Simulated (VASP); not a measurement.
# P (R-3m) in VASP: settings compared

Aim: see how the results for P move with the level of theory and the settings. Levels: PBEsol+D3(BJ), LDA. Tasks: single point.

Program: VASP 6.6.1. These are calculated values, not measurements. Logs are shortened: lines on timing, memory, paths and dates and some standing lists are left out, and cuts for length are marked.

**1. The cell of the first run**

Symmetry: R-3m, No. 166, trigonal system. The conventional cell has a = 3.379 Å, b = 3.379 Å, c = 8.778 Å, α = 90.00°, β = 90.00°, γ = 120.00°. P (site symmetry 3m) has 6 P at 2.28 to 2.62 Å within 3.0 Å.

**2. Single point, PBEsol+D3(BJ)**

The input, INCAR:

```
PREC = Accurate ; ENCUT = 520
EDIFF = 1E-6 ; ISMEAR = -1
SIGMA = 0.05 ; LREAL = F
LASPH = T ; NELM = 100
ALGO = Normal ; ISIF = 2
LWAVE = F ; LCHARG = F
GGA = PS ; IVDW = 12
NBANDS = 12
```

The input, KPOINTS:

```
Automatic mesh
0
Gamma
  6 6 6
```

The input, POSCAR:

```
P
1.0
    3.5160047426     -0.0611597909     -0.0418605672
    1.9443097267      2.9301347336     -0.0418605672
    1.9443097267      1.0215850970      2.7465989430
P
2
Direct
    0.2334850389      0.2334850389      0.2334850389
    0.7665149611      0.7665149611      0.7665149611
```

Potentials or basis: VASP PAW PBE potentials, release 64 (P).

Run with:

```bash
cat potpaw_PBE.64/P/POTCAR > POTCAR
mpirun -np 1 vasp_std > vasp.out
```

OUTCAR:

```text
PREC = Accurate
   ENCUT = 520
   EDIFF = 1E-6
   ISMEAR = -1
   LREAL = F
   LASPH = T
   NELM = 100
   ISIF = 2
   GGA = PS
   IVDW = 12
 IVDW          = 12

 ion  position               nearest neighbor table
   1  0.233  0.233  0.233-   2 2.28   2 2.28   2 2.28   2 2.62   2 2.62   2 2.62
   2  0.767  0.767  0.767-   1 2.28   1 2.28   1 2.28   1 2.62   1 2.62   1 2.62

  LATTYP: Found a trigonal (rhomboedric) cell.
 ALAT       =     3.5167857736
 COS(alpha) =     0.5383946777

  Lattice vectors:

 A1 = (   3.5160047426,  -0.0611597909,  -0.0418605672)
 A2 = (   1.9443097267,   2.9301347336,  -0.0418605672)
 A3 = (   1.9443097267,   1.0215850970,   2.7465989430)

Analysis of symmetry for initial positions (statically):
=====================================================================
 Subroutine PRICEL returns:
 Original cell was already a primitive cell.

 Routine SETGRP: Setting up the symmetry group for a
 trigonal (rhombohedral) supercell.

 Subroutine GETGRP returns: Found 12 space group operations
 (whereof 12 operations were pure point group operations)
 out of a pool of 12 trial point group operations.

The static configuration has the point symmetry D_3d.

Analysis of symmetry for dynamics (positions and initial velocities):
=====================================================================
 Subroutine PRICEL returns:
 Original cell was already a primitive cell.

 Routine SETGRP: Setting up the symmetry group for a
 trigonal (rhombohedral) supercell.

 Subroutine GETGRP returns: Found 12 space group operations
 (whereof 12 operations were pure point group operations)
 out of a pool of 12 trial point group operations.

The dynamic configuration has the point symmetry D_3d.

 Subroutine INISYM returns: Found 12 space group operations
 (whereof 12 operations are pure point group operations),
 and found     1 'primitive' translations

----------------------------------------------------------------------------------------

                                     Primitive cell

  volume of cell :      28.9338

  direct lattice vectors                    reciprocal lattice vectors
     3.516004743 -0.061159791 -0.041860567     0.279627362 -0.187380769 -0.128251996
     1.944309727  2.930134734 -0.041860567     0.004327724  0.336577309 -0.128251996
     1.944309727  1.021585097  2.746598943     0.004327724  0.002273886  0.360177302

  length of vectors
     3.516785774  3.516785774  3.516785774     0.360210478  0.360210478  0.360210478

  position of ions in fractional coordinates (direct lattice)
     0.233485039  0.233485039  0.233485039
     0.766514961  0.766514961  0.766514961

  ion indices of the primitive-cell ions
   primitive index   ion index
                 1           1
                 2           2

----------------------------------------------------------------------------------------

 KPOINTS: Automatic mesh

Automatic generation of k-mesh.
 Grid dimensions read from file:
 generate k-points for:    6    6    6

 Generating k-lattice:

  Cartesian coordinates                     Fractional coordinates (reciprocal lattice)
     0.046604560 -0.031230128 -0.021375333     0.166666667  0.000000000  0.000000000
     0.000721287  0.056096218 -0.021375333     0.000000000  0.166666667 -0.000000000
     0.000721287  0.000378981  0.060029550    -0.000000000  0.000000000  0.166666667

  Length of vectors
     0.060035080  0.060035080  0.060035080

  Shift w.r.t. Gamma in fractional coordinates (k-lattice)
     0.000000000  0.000000000  0.000000000

 Subroutine IBZKPT returns following result:
 ===========================================

 Found     32 irreducible k-points:

 Following reciprocal coordinates:
            Coordinates               Weight
  0.000000  0.000000  0.000000      1.000000
  0.166667  0.000000  0.000000      6.000000
  0.333333  0.000000  0.000000      6.000000
  0.500000 -0.000000  0.000000      3.000000
  0.166667  0.166667  0.000000      6.000000
  0.333333  0.166667  0.000000     12.000000
[... 16 lines left out ...]
  0.500000  0.500000  0.166667      6.000000
 -0.333333  0.500000  0.166667     12.000000
 [... further k-points ...]
   k-points           NKPTS =     32   k-points in BZ     NKDIM =     32   number of bands    NBANDS=     12
   number of dos      NEDOS =    301   number of ions     NIONS =      2
   total plane-waves  NPLWV =  21952
   dimension x,y,z NGX =    28 NGY =   28 NGZ =   28
   dimension x,y,z NGXF=    56 NGYF=   56 NGZF=   56
   ions per type =               2
   NGX,Y,Z   is equivalent  to a cutoff of  13.24, 13.24, 13.24 a.u.
   NGXF,Y,Z  is equivalent  to a cutoff of  26.47, 26.47, 26.47 a.u.
 SYSTEM =  unknown system
   PREC   = accura    normal or accurate (medium, high low for compatibility)
   ISTART =      0    job   : 0-new  1-cont  2-samecut
   ICHARG =      2    charge: 1-file 2-atom 10-const
   ISPIN  =      1    spin polarized calculation?
   LNONCOLLINEAR =      F non collinear calculations
   LSORBIT =      F    spin-orbit coupling
   LASPH  =      T    aspherical Exc in radial PAW
   ENCUT  =  520.0 eV  38.22 Ry    6.18 a.u.   6.54  6.54  6.54*2*pi/ulx,y,z
   NELM   =    100;   NELMIN=  2; NELMDL= -5     # of ELM steps
   EDIFF  = 0.1E-05   stopping-criterion for ELM
   LREAL  =      F    real-space projection
   EDIFFG = 0.1E-04   stopping-criterion for IOM
   NSW    =      0    number of steps for IOM
   IBRION =     -1    ionic relax: 0-MD 1-quasi-New 2-CG
   NFREE  =      0    steps in history (QN), initial steepest desc. (CG)
   ISIF   =      2    stress and relaxation
   ISYM   =      2    0-nonsym 1-usesym 2-fastsym
   POTIM  = 0.5000    time-step for ionic-motion
   TEBEG  =    0.0;   TEEND  =   0.0 temperature during run
   PSTRESS=    0.0 pullay stress
   NELECT =      10.0000    total number of electrons
   NUPDOWN=      -1.0000    fix difference up-down
   EMIN   =  10.00;   EMAX   =-10.00  energy-range for DOS
   EFERMI =   0.00;   METHOD = LEGACY
   ISMEAR =    -1;   SIGMA  =   0.05  broadening in eV -4-tet -1-fermi 0-gaus
   EFERMI_NEDOS =   21; number of points for ismear=-14 and -15
   IALGO  =     38    algorithm
   IMIX   =      4    mixing-type and parameters
     AMIX     =   0.40;   BMIX     =  1.00
     AMIX_MAG =   1.60;   BMIX_MAG =  1.00
  volume/ion in A,a.u.               =      14.47        97.63
  Fermi-wavevector in a.u.,A,eV,Ry     =   1.148876  2.171061 17.958555  1.319917
  Thomas-Fermi vector in A             =   2.285549
   LORBIT       =      0    0 simple, 1 ext, 2 COOP (PROOUT), +10 PAW based schemes
   GGA     = PS    functional components
   LHFCALC =     F    Hartree Fock is set to
   AEXX    =    0.0000 exact exchange contribution
   IVDW    =    12    specifies the selected vdW correction
   LEPSILON=     F    determine dielectric tensor
   LRPA    =     F    only Hartree local field effects (RPA)
 non-spin polarized calculation
  energy-cutoff  :      520.00
  volume of cell :       28.93
 maximum number of plane-waves:       794
 NGX is ok and might be reduce to    28
   NGX = 13   NGY = 13   NGZ = 13

 number of electron      10.0000000 magnetization

 number of electron       9.9999999 magnetization

 Free energy of the ion-electron system (eV)
  ---------------------------------------------------
  ext. energy  EPLUGINS =         0.00000000
  ---------------------------------------------------
  free energy    TOTEN  =       -11.56775481 eV

  energy without entropy =      -11.56379927  energy(sigma->0) =      -11.56577704

 E-fermi :  10.3486     XC(G=0): -11.3787

 val. band max:       10.1465088163   @ k =   0.5000   0.5000   0.0000
 cond. band min:      10.3764517259   @ k =   0.1667   0.1667   0.1667
 fundamental gap:      0.2299429096
 Fermi energy:        10.3485703358

 k-point     1 :       0.0000    0.0000    0.0000
  band No.  band energies     occupation
      1      -7.0234      2.00000
      2       7.1864      2.00000
      3       7.5057      2.00000
      4       7.5057      2.00000
      5       8.0119      2.00000
      6      12.4050      0.00000
      7      13.5209      0.00000
      8      13.5209      0.00000
      9      15.7245      0.00000
     10      15.7245      0.00000
     11      16.7964      0.00000
     12      16.9854      0.00000

 k-point     2 :       0.1667    0.0000    0.0000
  band No.  band energies     occupation
      1      -6.5366      2.00000
      2       4.2284      2.00000
      3       7.0818      2.00000
      4       7.2675      2.00000
      5       9.4964      2.00000
      6      12.4867      0.00000
      7      12.5859      0.00000
      8      13.2153      0.00000
      9      14.9498      0.00000
     10      15.4477      0.00000
     11      15.7301      0.00000
     12      20.2418      0.00000

 k-point     3 :       0.3333    0.0000    0.0000
  band No.  band energies     occupation
      1      -5.0952      2.00000
      2       0.5213      2.00000
      3       6.9616      2.00000
      4       7.0584      2.00000
      5       9.7078      1.99999
      6      10.7269      0.00103
      7      10.7505      0.00065
      8      11.9216      0.00000
      9      17.2744      0.00000
     10      18.2292      0.00000
     11      18.2508      0.00000
     12      24.8443      0.00000
[... 286 lines left out ...]
 k-point    23 :       0.5000    0.5000    0.1667
  band No.  band energies     occupation
      1      -3.3684      2.00000
      2       0.6712      2.00000
      3       2.1022      2.00000
      4       4.9466      2.00000
      5       6.0947      2.00000
      6      11.6131      0.00000
      7      14.9884      0.00000
      8      17.2937      0.00000
      9      18.4687      0.00000
     10      21.7483      0.00000
     11      22.1056      0.00000
     12      22.1911      0.00000

 k-point    24 :      -0.3333    0.5000    0.1667
  band No.  band energies     occupation
      1      -2.2316      2.00000
      2      -0.2435      2.00000
      3       1.7993      2.00000
      4       3.0947      2.00000
      5       7.7010      2.00000
      6      12.5596      0.00000
      7      13.3946      0.00000
      8      17.9591      0.00000
      9      18.3507      0.00000
     10      19.7098      0.00000
     11      22.6989      0.00000
     12      24.2925      0.00000

 [... further k-points ...]

------------------------ aborting loop because EDIFF is reached ----------------------------------------

 Edisp (eV)   -0.78274

 E8    (eV) :    -0.4643

  FORCE on cell =-STRESS in cart. coord.  units (eV):
  Direction    XX          YY          ZZ          XY          YZ          ZX
  --------------------------------------------------------------------------------------
  -------------------------------------------------------------------------------------
  Total       0.01664     0.01117     0.01006     0.00397     0.00143     0.00272
  in kB       0.92155     0.61865     0.55726     0.21984     0.07906     0.15047
  external pressure =        0.70 kB  Pullay stress =        0.00 kB

 VOLUME and BASIS-vectors are now :
 -----------------------------------------------------------------------------
  energy-cutoff  :      520.00
  volume of cell :       28.93
      direct lattice vectors                 reciprocal lattice vectors
     3.516004743 -0.061159791 -0.041860567     0.279627362 -0.187380769 -0.128251996
     1.944309727  2.930134734 -0.041860567     0.004327724  0.336577309 -0.128251996
     1.944309727  1.021585097  2.746598943     0.004327724  0.002273886  0.360177302

 POSITION                                       TOTAL-FORCE (eV/Angst)
 -----------------------------------------------------------------------------------
      1.72887      0.90839      0.62174        -0.029598     -0.015552     -0.010644
      5.67576      2.98217      2.04114         0.029598      0.015552      0.010644
 -----------------------------------------------------------------------------------
    total drift:                               -0.000000     -0.000000     -0.000000

  FREE ENERGIE OF THE ION-ELECTRON SYSTEM (eV)
  ---------------------------------------------------
  free  energy   TOTEN  =       -12.3504913827 eV

  energy  without entropy=      -12.3465358356  energy(sigma->0) =      -12.34851361
```

Run time: 15 s. Hardware: 1 thread of Intel Xeon 8259CL, shared host; peak memory 0.15 GiB.

What came out:

| Quantity | Value |
| --- | --- |
| Free energy | -12.3505 eV |
| Pressure | 0.1 GPa |
| Largest force | 0.035 eV/Å |
| Band gap on the k mesh | zero (bands 5 and 6 overlap by 1.01 eV) |
| Dispersion energy per atom | -0.391 eV |

Forces in eV/Å, atoms in the order of the input:
```
P   -0.030 -0.016 -0.011
P    0.030  0.016  0.011
```

Caveat: the k points lie up to 0.38 Å⁻¹ apart, too coarse for converged energies and pressures of a metal; the PAW data sets were made with another functional, which shifts forces and pressure a little.

**3. Single point, LDA**

This run uses another cell than the first one, of 15.30 Å³/atom.

The input, INCAR:

```
PREC = Accurate
ENCUT = 520
EDIFF = 1E-6
ISMEAR = -1
SIGMA = 0.05
LREAL = False
LASPH = True
NELM = 80
ALGO = Normal
ISIF = 2
LWAVE = False
LCHARG = True
GGA = CA
LELF = True
LVHAR = True
NBANDS = 12
```

The input, KPOINTS:

```
regular mesh
0
Gamma
  6 6 6
```

The input, POSCAR:

```
P
1.0
    3.6101726670     -0.0343149669     -0.0234867379
    2.0198391822      2.9924528202     -0.0234867379
    2.0198391822      1.0612700119      2.7980406483
P
2
Direct
    0.2293314188      0.2293314188      0.2293314188
    0.7706685812      0.7706685812      0.7706685812
```

Potentials or basis: VASP PAW LDA potentials, release 64 (P).

Run with:

```bash
cat potpaw_LDA.64/P/POTCAR > POTCAR
mpirun -np 1 vasp_std > vasp.out
```

It took 13 s on 1 thread of Intel Xeon 8259CL, shared host; peak memory 0.13 GiB.

Results (log left out):

| Item | Value |
| --- | --- |
| Free energy | -12.1497 eV |
| Pressure | -0.2 GPa |
| Largest force | 0.033 eV/Å |
| Band gap on the k mesh | zero (bands 5 and 6 overlap by 0.91 eV) |

Forces in eV/Å, atoms in the order of the input:
```
P   -0.028 -0.015 -0.010
P    0.028  0.015  0.010
```

Stress tensor (GPa, compression positive):
```
-0.18  0.06  0.04
 0.06 -0.27  0.02
 0.04  0.02 -0.29
```

Levels at points of the mesh, in eV from the Fermi level:
```
           k point  band 3  band 4  band 5  band 6  band 7  band 8
(0.00, 0.00, 0.00)   -3.14   -3.01   -3.01    1.49    2.74    2.74
(0.50, 0.00, 0.00)   -3.83   -3.36   -0.97   -0.14    0.09    0.28
(0.50, 0.50, 0.00)   -7.20   -5.74   -5.73   -0.19    6.45    7.56
(0.50, 0.50, 0.50)   -2.91   -2.91   -0.51   -0.51    0.14    2.17
```

Caveat: the k points lie up to 0.37 Å⁻¹ apart, too coarse for converged energies and pressures of a metal.

The gap in the log of VASP goes by the Fermi energy; the results here count the filled bands.